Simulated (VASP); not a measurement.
# SrO (e600) (Fm-3m) in VASP: single point with PBEsol

Aim: the single point of SrO (e600) with PBEsol.

Everything below comes from runs of VASP 6.6.1. Logs are shortened: lines on timing, memory, paths and dates and some standing lists are left out, and cuts for length are marked.

## 1. The cell of the first run

Symmetry: Fm-3m, No. 225, cubic system. Conventional cell: a = 5.122 Å, b = 5.122 Å, c = 5.122 Å, α = 90.00°, β = 90.00°, γ = 90.00°. Sr (site symmetry m-3m) has 6 O at 2.56 Å within 3.4 Å. Within 3.4 Å of O (site symmetry m-3m) lie 6 Sr at 2.56 Å.

## 2. Single point, PBEsol

INCAR

```
SYSTEM = SrO
PREC     = Accurate       ! precision mode
ENCUT    = 600            ! plane-wave cutoff, eV
EDIFF    = 1E-6           ! SCF threshold, eV
ISMEAR   = 0              ! smearing method
SIGMA    = 0.02           ! smearing width, eV
LREAL    = .FALSE.        ! projectors in reciprocal space
LASPH    = .TRUE.         ! aspherical terms in the spheres
NELM     = 120            ! most SCF steps
ALGO     = Normal         ! electronic algorithm
ISIF     = 2              ! what is computed and relaxed
LWAVE    = .FALSE.        ! write WAVECAR
LCHARG   = .FALSE.        ! write CHGCAR
GGA      = PS             ! functional
NBANDS   = 15             ! bands
GGA_COMPAT= .FALSE.
```

KPOINTS

```
regular mesh
0
G
  8 8 8
  0 0 0
```

POSCAR

```
SrO
1.0
    0.0000000000      2.5612125450      2.5612125450
    2.5612125450      0.0000000000      2.5612125450
    2.5612125450      2.5612125450      0.0000000000
Sr O
1 1
Direct
    0.0000000000      0.0000000000      0.0000000000
    0.5000000000      0.5000000000      0.5000000000
```

Potentials or basis: VASP PAW PBE potentials, release 64 (Sr_sv, O).

Launch:

```console
cat potpaw_PBE.64/Sr_sv/POTCAR potpaw_PBE.64/O/POTCAR > POTCAR
mpirun -np 1 vasp_std > vasp.out
```

OUTCAR:

```text
SYSTEM = SrO
   PREC = Accurate
   ENCUT = 600
   EDIFF = 1E-6
   ISMEAR = 0
   LREAL = .FALSE.
   LASPH = .TRUE.
   NELM = 120
   ISIF = 2
   GGA = PS

 ion  position               nearest neighbor table
   1  0.000  0.000  0.000-   2 2.56   2 2.56   2 2.56   2 2.56   2 2.56   2 2.56
   2  0.500  0.500  0.500-   1 2.56   1 2.56   1 2.56   1 2.56   1 2.56   1 2.56

  LATTYP: Found a face centered cubic cell.
 ALAT       =     5.1224250900

  Lattice vectors:

 A1 = (   0.0000000000,   2.5612125450,   2.5612125450)
 A2 = (   2.5612125450,   0.0000000000,   2.5612125450)
 A3 = (   2.5612125450,   2.5612125450,   0.0000000000)

Analysis of symmetry for initial positions (statically):
=====================================================================
 Subroutine PRICEL returns:
 Original cell was already a primitive cell.

 Routine SETGRP: Setting up the symmetry group for a
 face centered cubic supercell.

 Subroutine GETGRP returns: Found 48 space group operations
 (whereof 48 operations were pure point group operations)
 out of a pool of 48 trial point group operations.

The static configuration has the point symmetry O_h .

Analysis of symmetry for dynamics (positions and initial velocities):
=====================================================================
 Subroutine PRICEL returns:
 Original cell was already a primitive cell.

 Routine SETGRP: Setting up the symmetry group for a
 face centered cubic supercell.

 Subroutine GETGRP returns: Found 48 space group operations
 (whereof 48 operations were pure point group operations)
 out of a pool of 48 trial point group operations.

The dynamic configuration has the point symmetry O_h .

 Subroutine INISYM returns: Found 48 space group operations
 (whereof 48 operations are pure point group operations),
 and found     1 'primitive' translations

----------------------------------------------------------------------------------------

                                     Primitive cell

  volume of cell :      33.6021

  direct lattice vectors                    reciprocal lattice vectors
     0.000000000  2.561212545  2.561212545    -0.195220034  0.195220034  0.195220034
     2.561212545  0.000000000  2.561212545     0.195220034 -0.195220034  0.195220034
     2.561212545  2.561212545  0.000000000     0.195220034  0.195220034 -0.195220034

  length of vectors
     3.622101517  3.622101517  3.622101517     0.338131017  0.338131017  0.338131017

  position of ions in fractional coordinates (direct lattice)
[... 85 lines left out ...]
   ISIF   =      2    stress and relaxation
   ISYM   =      2    0-nonsym 1-usesym 2-fastsym
   POTIM  = 0.5000    time-step for ionic-motion
   TEBEG  =    0.0;   TEEND  =   0.0 temperature during run
   PSTRESS=    0.0 pullay stress
   NELECT =      16.0000    total number of electrons
   NUPDOWN=      -1.0000    fix difference up-down
   EMIN   =  10.00;   EMAX   =-10.00  energy-range for DOS
   EFERMI =   0.00;   METHOD = LEGACY
   ISMEAR =     0;   SIGMA  =   0.02  broadening in eV -4-tet -1-fermi 0-gaus
   EFERMI_NEDOS =   21; number of points for ismear=-14 and -15
   IALGO  =     38    algorithm
   IMIX   =      4    mixing-type and parameters
     AMIX     =   0.40;   BMIX     =  1.00
     AMIX_MAG =   1.60;   BMIX_MAG =  1.00
  volume/ion in A,a.u.               =      16.80       113.38
  Fermi-wavevector in a.u.,A,eV,Ry     =   1.278378  2.415784 22.235317  1.634250
  Thomas-Fermi vector in A             =   2.410924
   LORBIT       =      0    0 simple, 1 ext, 2 COOP (PROOUT), +10 PAW based schemes
   GGA     = PS    functional components
   LHFCALC =     F    Hartree Fock is set to
   AEXX    =    0.0000 exact exchange contribution
   IVDW    =     0    specifies the selected vdW correction
   LEPSILON=     F    determine dielectric tensor
   LRPA    =     F    only Hartree local field effects (RPA)
 non-spin polarized calculation
 Gauss-broadening in eV      SIGMA  =   0.02
  energy-cutoff  :      600.00
  volume of cell :       33.60
 maximum number of plane-waves:      1139
 NGX is ok and might be reduce to    30
   NGX = 15   NGY = 15   NGZ = 15

 number of electron      15.9999997 magnetization

 Free energy of the ion-electron system (eV)
  ---------------------------------------------------
  ext. energy  EPLUGINS =         0.00000000
  ---------------------------------------------------
  free energy    TOTEN  =       -12.64054670 eV

  energy without entropy =      -12.64054670  energy(sigma->0) =      -12.64054670

 E-fermi :   1.6432     XC(G=0): -10.3321

 val. band max:        1.5415538411   @ k =   0.0000   0.0000   0.0000
 cond. band min:       4.6895775766   @ k =   0.5000   0.5000   0.0000
 fundamental gap:      3.1480237355
 Fermi energy:         1.6431813207

 k-point     1 :       0.0000    0.0000    0.0000
  band No.  band energies     occupation
      1     -30.6553      2.00000
      2     -13.4707      2.00000
      3     -12.2957      2.00000
      4     -12.2957      2.00000
      5     -12.2957      2.00000
      6       1.5416      2.00000
      7       1.5416      2.00000
      8       1.5416      2.00000
      9       5.4459      0.00000
     10       7.7285      0.00000
     11       7.7285      0.00000
     12       7.7285      0.00000
     13       9.9497      0.00000
     14       9.9497      0.00000
[... 401 lines left out ...]
      2     -14.6925      2.00000
      3     -12.7110      2.00000
      4     -12.5413      2.00000
      5     -11.4688      2.00000
      6      -0.0835      2.00000
      7       0.6547      2.00000
      8       0.7389      2.00000
      9       7.8795      0.00000
     10       8.2318      0.00000
     11      10.9151      0.00000
     12      11.1131      0.00000
     13      13.2744      0.00000
     14      14.5475      0.00000
     15      14.9193      0.00000

 [... further k-points ...]
[... 5 lines left out ...]
  --------------------------------------------------------------------------------------
  -------------------------------------------------------------------------------------
  Total        0.1174151      0.1174151      0.1174151      0.0000000     -0.0000000      0.0000000
  in kB        5.5984491      5.5984491      5.5984491      0.0000000     -0.0000000      0.0000000
  external PRESSURE =       5.5984491 kB  Pullay stress =       0.0000000 kB

 VOLUME and BASIS-vectors are now :
 -----------------------------------------------------------------------------
  energy-cutoff  :      600.00
  volume of cell :       33.60
      direct lattice vectors                 reciprocal lattice vectors
     0.000000000  2.561212545  2.561212545    -0.195220034  0.195220034  0.195220034
     2.561212545  0.000000000  2.561212545     0.195220034 -0.195220034  0.195220034
     2.561212545  2.561212545  0.000000000     0.195220034  0.195220034 -0.195220034

 POSITION                                       TOTAL-FORCE (eV/Angst)
 -----------------------------------------------------------------------------------
      0.00000      0.00000      0.00000         0.000000      0.000000      0.000000
      2.56121      2.56121      2.56121        -0.000000     -0.000000     -0.000000
 -----------------------------------------------------------------------------------
    total drift:                                0.000000      0.000000      0.000000

  FREE ENERGIE OF THE ION-ELECTRON SYSTEM (eV)
  ---------------------------------------------------
  free  energy   TOTEN  =       -12.6405466989 eV

  energy  without entropy=      -12.6405466989  energy(sigma->0) =      -12.64054670
```

stdout:

```text
POSCAR found type information on POSCAR SrO
 POSCAR found :  2 types and       2 ions
 scaLAPACK will be used
 -----------------------------------------------------------------------------
|                                                                             |
|                                                                             |
|     You enforced a specific xc type in the INCAR file but a different       |
|     I HOPE YOU KNOW WHAT YOU ARE DOING!                                     |
|                                                                             |
 -----------------------------------------------------------------------------

 LDA part: xc-table for (Slater+PW92), standard interpolation
 POSCAR, INCAR and KPOINTS ok, starting setup
 FFT: planning ... GRIDC
 FFT: planning ... GRID_SOFT
 FFT: planning ... GRID
 WAVECAR not read
 entering main loop
```

Run time: 14 s. Hardware: 1 thread of AMD EPYC 9R45 (Zen 5), shared host; peak memory 0.14 GiB.

What came out:

| Item | Value |
| --- | --- |
| Free energy | -12.6405 eV |
| Pressure | 0.6 GPa |
| Band gap on the k mesh | 3.15 eV, indirect (least direct gap 3.23 eV) |

Caveat: the PAW data sets were made with another functional, which shifts forces and pressure a little. As with any semilocal functional, this PBEsol gap is likely too small.
